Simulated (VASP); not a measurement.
Input of a VASP 6.6.1 run:

File POSCAR:

```
SrO
1.0
    0.0856524252      2.6655447518      2.6655447518
    2.6655447518      0.0856524252      2.6655447518
    2.6655447518      2.6655447518      0.0856524252
Sr O
1 1
Direct
    0.0000000000      0.0000000000      0.0000000000
    0.5000000000      0.5000000000      0.5000000000
```

The input INCAR.step1:

```
SYSTEM = SrO
  ALGO = Normal
  EDIFF = 1E-4
  ENCUT = 520
  GGA = PE
  ISMEAR = 0
  LASPH = .True.
  LCHARG = .False.
  LREAL = .False.
  LWAVE = .True.
  NBANDS = 15
  NELM = 100
  PREC = Accurate
  SIGMA = 0.01
```

File INCAR.step2:

```
SYSTEM = SrO
  ALGO = Normal
  EDIFF = 1E-6
  ENCUT = 520
  ISIF = 2
  ISMEAR = 0
  ISTART = 1
  LASPH = .True.
  LCHARG = .False.
  LMIXTAU = .True.
  LREAL = .False.
  LWAVE = .False.
  METAGGA = R2SCAN
  NBANDS = 15
  NELM = 100
  PREC = Accurate
  SIGMA = 0.01
```

Contents of KPOINTS:

```
k-points
0
Gamma
  8 8 8
  0 0 0
```

Potentials or basis: VASP PAW PBE potentials, release 64 (Sr_sv, O).

Launch:

```sh
$ cat potpaw_PBE.64/Sr_sv/POTCAR potpaw_PBE.64/O/POTCAR > POTCAR
$ cp INCAR.step1 INCAR
$ mpirun -np 1 vasp_std > vasp.out
$ cp INCAR.step2 INCAR
$ mpirun -np 1 vasp_std > vasp.out
```

(1) What does it give for the pressure?

(2) Estimate the band gap on the k mesh.

Results:

(1) -3.8 GPa.

(2) 3.71 eV, indirect (least direct gap 3.83 eV).

Caveat: the cell differs from its parent crystal (strain along [111] +5.0%); the PAW data sets were made with another functional, which shifts forces and pressure a little.
